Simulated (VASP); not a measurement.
BaZrO3: single point with LDA

The system is BaZrO3.

```
Ba Zr O
1.0
     4.09696    0.00000    0.00000
     0.00000    4.09696    0.00000
     0.00000    0.00000    4.09696
Ba Zr O
1 1 3
Direct
  0.00000 0.00000 0.00000
  0.50000 0.50000 0.50000
  0.00000 0.50000 0.50000
  0.50000 0.00000 0.50000
  0.50000 0.50000 0.00000
```

```json
{
 "Program": "VASP 6.6.1",
 "Task": "single point",
 "Functional": "LDA",
 "Potentials or basis": "VASP PAW LDA potentials, release 64 (Ba_sv, Zr_sv, O)",
 "Cutoff": "520 eV",
 "k mesh": "4 × 4 × 4",
 "Occupations": "gaussian, width 0.01 eV",
 "Spin": "no spin polarisation"
}
```

```
Pressure               : 8.8 GPa
Band gap on the k mesh : 3.19 eV, indirect (least direct gap 3.32 eV)
```

Levels at points of the mesh, in eV from the valence-band top:
| k point | band 18 | band 19 | band 20 | band 21 | band 22 | band 23 |
| --- | --- | --- | --- | --- | --- | --- |
| (0.00, 0.00, 0.00) | -0.12 | -0.12 | -0.12 | 3.19 | 3.19 | 3.19 |
| (0.50, 0.00, 0.00) | -1.86 | -0.32 | -0.32 | 3.72 | 6.10 | 6.10 |
| (0.50, 0.50, 0.00) | -0.92 | -0.59 | -0.09 | 6.06 | 6.06 | 6.76 |
| (0.50, 0.50, 0.50) | 0.00 | 0.00 | 0.00 | 6.18 | 6.18 | 6.18 |

Run time: 17 s on 1 thread of AMD EPYC 7R43 64-Core Processor (Zen 3), with other jobs on the host, peak memory 0.12 GiB.

Caveat: spin-orbit coupling is left out, which moves the levels of the heavy elements. A k mesh can miss the band edges.
